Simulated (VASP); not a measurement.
# MnS (Fm-3m) in VASP: a series of runs, part 2 of 2

VASP 6.6.1.

### 3 Relaxation of cell and atoms, PBE, collinear spin, ferromagnetic start (volume scaled by 0.96)

File INCAR:

```
ALGO = Normal ; EDIFF = 1E-6
EDIFFG = -0.01 ; ENCUT = 600
GGA = PE ; IBRION = 2
ISIF = 3 ; ISMEAR = -1
ISPIN = 2 ; LASPH = T
LCHARG = F ; LMAXMIX = 4
LORBIT = 11 ; LREAL = F
LWAVE = F ; MAGMOM = 4 0
NELM = 150 ; NSW = 60
PREC = Accurate ; SIGMA = 0.1
```

File KPOINTS:

```
k-points
0
Gamma
  9 9 9
```

File POSCAR:

```
MnS
1.0
    0.0000000000      2.5692997390      2.5692997390
    2.5692997390      0.0000000000      2.5692997390
    2.5692997390      2.5692997390      0.0000000000
Mn S
1 1
Direct
    0.0000000000      0.0000000000      0.0000000000
    0.5000000000      0.5000000000      0.5000000000
```

Potentials or basis: VASP PAW PBE potentials, release 64 (Mn_pv, S).

Started as:

```bash
cat potpaw_PBE.64/Mn_pv/POTCAR potpaw_PBE.64/S/POTCAR > POTCAR
mpirun -np 1 vasp_std > vasp.out
```

OUTCAR:

```text
EDIFF = 1E-6
   EDIFFG = -0.01
   ENCUT = 600
   GGA = PE
   IBRION = 2
   ISIF = 3
   ISMEAR = -1
   ISPIN = 2
   LASPH = T
   LORBIT = 11
   LREAL = F
   NELM = 150
   NSW = 60
   PREC = Accurate

 ion  position               nearest neighbor table
   1  0.000  0.000  0.000-   2 2.57   2 2.57   2 2.57   2 2.57   2 2.57   2 2.57
   2  0.500  0.500  0.500-   1 2.57   1 2.57   1 2.57   1 2.57   1 2.57   1 2.57

  LATTYP: Found a face centered cubic cell.
 ALAT       =     5.1385994780

  Lattice vectors:

 A1 = (   0.0000000000,   2.5692997390,   2.5692997390)
 A2 = (   2.5692997390,   0.0000000000,   2.5692997390)
 A3 = (   2.5692997390,   2.5692997390,   0.0000000000)

Analysis of symmetry for initial positions (statically):
=====================================================================
 Subroutine PRICEL returns:
 Original cell was already a primitive cell.

 Routine SETGRP: Setting up the symmetry group for a
 face centered cubic supercell.

 Subroutine GETGRP returns: Found 48 space group operations
 (whereof 48 operations were pure point group operations)
 out of a pool of 48 trial point group operations.

The static configuration has the point symmetry O_h .

Analysis of symmetry for dynamics (positions and initial velocities):
=====================================================================
 Subroutine PRICEL returns:
 Original cell was already a primitive cell.

 Routine SETGRP: Setting up the symmetry group for a
 face centered cubic supercell.

 Subroutine GETGRP returns: Found 48 space group operations
 (whereof 48 operations were pure point group operations)
 out of a pool of 48 trial point group operations.

The dynamic configuration has the point symmetry O_h .

Analysis of structural, dynamic, and magnetic symmetry:
=====================================================================
 Subroutine PRICEL returns:
 Original cell was already a primitive cell.

 Routine SETGRP: Setting up the symmetry group for a
 face centered cubic supercell.

 Subroutine GETGRP returns: Found 48 space group operations
 (whereof 48 operations were pure point group operations)
 out of a pool of 48 trial point group operations.

[... 153 lines left out ...]
  FORCE on cell =-STRESS in cart. coord.  units (eV):
  Direction    XX          YY          ZZ          XY          YZ          ZX
  --------------------------------------------------------------------------------------
  -------------------------------------------------------------------------------------
  Total       -0.2146353     -0.2146353     -0.2146353      0.0000000      0.0000000      0.0000000
  in kB      -10.1376530    -10.1376530    -10.1376530      0.0000000      0.0000000      0.0000000
  external PRESSURE =     -10.1376530 kB  Pullay stress =       0.0000000 kB
[... 59 lines left out ...]
--------------------------------------- Ionic step        3  -------------------------------------------

 number of electron      19.0000002 magnetization       4.5201022

 Free energy of the ion-electron system (eV)
  ---------------------------------------------------
  ext. energy  EPLUGINS =         0.00000000
  ---------------------------------------------------
  free energy    TOTEN  =       -14.09981825 eV

  energy without entropy =      -14.06369397  energy(sigma->0) =      -14.08175611

 E-fermi :   7.3434     XC(G=0): -10.9480

 val. band max:        7.3182739362   @ k =   0.4444   0.2222   0.1111
 cond. band min:       7.3693737445   @ k =   0.2222   0.1111   0.0000
 fundamental gap:      0.0510998083
 Fermi energy:         7.3434026336

 spin component 1

 k-point     1 :       0.0000    0.0000    0.0000
  band No.  band energies     occupation
      1     -43.2697      1.00000
      2     -43.2697      1.00000
      3     -43.2697      1.00000
      4      -7.6851      1.00000
      5       3.9458      1.00000
      6       3.9458      1.00000
      7       3.9458      1.00000
      8       4.0494      1.00000
      9       4.0494      1.00000
     10       5.3681      1.00000
     11       5.3681      1.00000
     12       5.3681      1.00000
     13       9.5057      0.00000
     14      16.0545      0.00000
[... 403 lines left out ...]
      4      -6.1162      1.00000
      5       1.0337      1.00000
      6       3.3528      1.00000
      7       3.6201      1.00000
      8       3.6201      1.00000
      9       4.3278      1.00000
     10       4.7685      1.00000
     11       4.7685      1.00000
     12       5.3732      1.00000
     13       8.4459      0.00002
     14      12.9242      0.00000
     15      17.7586      0.00000

 [... further k-points ...]

 spin component 2

 k-point     1 :       0.0000    0.0000    0.0000
  band No.  band energies     occupation
      1     -38.8998      1.00000
      2     -38.8998      1.00000
      3     -38.8998      1.00000
      4      -7.4032      1.00000
      5       5.5691      1.00000
      6       5.5691      1.00000
      7       5.5691      1.00000
      8       7.4579      0.24135
      9       7.4579      0.24135
     10       7.4579      0.24135
     11       7.5340      0.12941
     12       7.5340      0.12941
     13      10.4721      0.00000
     14      17.0786      0.00000
[... 444 lines left out ...]
  FREE ENERGIE OF THE ION-ELECTRON SYSTEM (eV)
  ---------------------------------------------------
  free  energy   TOTEN  =       -14.0998182523 eV

  energy  without entropy=      -14.0636939676  energy(sigma->0) =      -14.08175611

 reached required accuracy - stopping structural energy minimisation

 total charge

# of ion       s       p       d       tot
------------------------------------------
    1        0.225   6.181   4.961  11.367
    2        1.328   2.409   0.000   3.737
--------------------------------------------------
tot          1.553   8.590   4.961  15.104

 magnetization (x)

# of ion       s       p       d       tot
------------------------------------------
    1        0.052   0.041   4.023   4.116
    2        0.027   0.062   0.000   0.089
--------------------------------------------------
tot          0.079   0.103   4.023   4.205
```

OSZICAR:

```text
N       E                     dE             d eps       ncg     rms          rms(c)
DAV:   1     0.155769449209E+03    0.15577E+03   -0.11599E+04  2100   0.147E+03
DAV:   2    -0.813246733148E+01   -0.16390E+03   -0.15696E+03  2275   0.369E+02
[... 26 lines left out ...]
DAV:   1    -0.141038101833E+02   -0.40768E-02   -0.63486E-02  2100   0.376E+00    0.637E-01
DAV:   2    -0.141002011660E+02    0.36090E-02   -0.15723E-02  2100   0.210E+00    0.552E-01
DAV:   3    -0.140999035143E+02    0.29765E-03   -0.82687E-04  2151   0.451E-01    0.134E-01
DAV:   4    -0.140998337968E+02    0.69717E-04   -0.34941E-04  2240   0.115E-01    0.771E-02
DAV:   5    -0.140998208697E+02    0.12927E-04   -0.46233E-05  2296   0.902E-02    0.493E-02
DAV:   6    -0.140998178341E+02    0.30356E-05   -0.86191E-06  2359   0.277E-02    0.185E-02
DAV:   7    -0.140998182523E+02   -0.41827E-06   -0.18773E-06  2198   0.158E-02
   3 F= -.14099818E+02 E0= -.14081756E+02  d E =-.205460E-02  mag=     4.5201
```

CONTCAR:

```text
MnS
   1.00000000000000
     0.0000000000000000    2.5527351450193119    2.5527351450193119
     2.5527351450193119   -0.0000000000000000    2.5527351450193119
     2.5527351450193119    2.5527351450193119   -0.0000000000000000
  Mn              S
     1     1
Direct
     0.0000000000000000    0.0000000000000000    0.0000000000000000
     0.5000000000000000    0.5000000000000000    0.5000000000000000

  0.00000000E+00  0.00000000E+00  0.00000000E+00
  0.00000000E+00  0.00000000E+00  0.00000000E+00
```

Run time: 2.6 min. Hardware: 1 thread of Oxide Virtual Turin-like, shared host; peak memory 0.18 GiB.

Results:

* Free energy: -14.0998 eV
* Relaxed volume: 16.63 Å³/atom
* Relaxed cell: a = 3.610 Å, b = 3.610 Å, c = 3.610 Å, α = 60.00°, β = 60.00°, γ = 60.00°
* Space group after relaxing (to 0.05 Å): Fm-3m (No. 225)
* Energy gained by relaxing: 1.0 meV/atom
* Ionic steps: 3
* Pressure after relaxing: -0.1 GPa
* Net moment: 4.52 μB per cell
* Site moments: Mn +4.12; S +0.09 μB
* Valence electrons inside the program's atomic spheres: Mn 11.37; S 3.74

The path:
```tsv
step	energy change (eV)	largest force (eV/Å)	pressure (GPa)	volume (Å³)
1	0.0000	0.0000	-1.01	33.92
2	-0.0020	0.0000	-0.20	33.40
3	-0.0021	0.0000	-0.07	33.27
```

Final structure:
```yaml
crystal:
  lattice:
    - [0.00000, 2.55274, 2.55274]
    - [2.55274, 0.00000, 2.55274]
    - [2.55274, 2.55274, 0.00000]
  atoms:
    - { symbol: Mn, position: [0.00000, 0.00000, 0.00000] }
    - { symbol: S, position: [0.50000, 0.50000, 0.50000] }
```

Caveat: the cell differs from its parent crystal (volume scaled by 0.96); a cell with one magnetic atom can't hold antiferromagnetic order, which such compounds often take; semilocal functionals often make such compounds metallic where correlation or magnetic order opens a gap, which also shifts bond lengths.
